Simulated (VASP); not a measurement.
Runs of VASP 6.6.1 on Ca. The structure is that of space group Fm-3m (No. 225), or close to it. The cells are those of the table. 

```tsv
task	level	potentials or basis	spin	cell	smearing	gap on the mesh (eV)	pressure (GPa)	moment (μB)	relaxed volume (Å³/atom)
single point	PBE	VASP PAW PBE potentials, release 64 (Ca_sv)	collinear	a = 3.905 Å, angles 60.0°, 1 atom	fermi-dirac 0.1 eV	none	0.0	0.00	-
relaxation of cell and atoms	PBE	VASP PAW PBE potentials, release 64 (Ca_sv)	off	relaxed from a = 3.403 Å, angles 60.0°, 1 atom	fermi-dirac 0.1 eV	none	0.0	-	(a)
single point	PBE	VASP PAW PBE potentials, release 64 (Ca_sv)	off	a = 3.884 Å, angles 60.0°, 1 atom	tetrahedron	none	0.0	-	-
relaxation of cell and atoms	PBE	VASP PAW PBE potentials, release 64 (Ca_sv)	collinear	relaxed from a = 3.403 Å, angles 60.0°, 1 atom	fermi-dirac 0.1 eV	none	0.0	0.00	42.08
single point	LDA	VASP PAW LDA potentials, release 64 (Ca_sv)	off	a = 3.776 Å, angles 60.0°, 1 atom	fermi-dirac 0.1 eV	none	0.0	-	-
```

Alike in all rows: k mesh 6 × 6 × 6; cutoff (eV) 500.

Problem. Estimate the missing entries.

Solution. (a) 42.09.

Caveats: some runs use coarse meshes; the volume moved by over 15 % at a fixed basis, so the end points are rough (at least some runs); tetrahedron occupations give inexact forces and stress in metals (at least some runs).

A gap of «none» marks levels without a gap at the run's occupations.
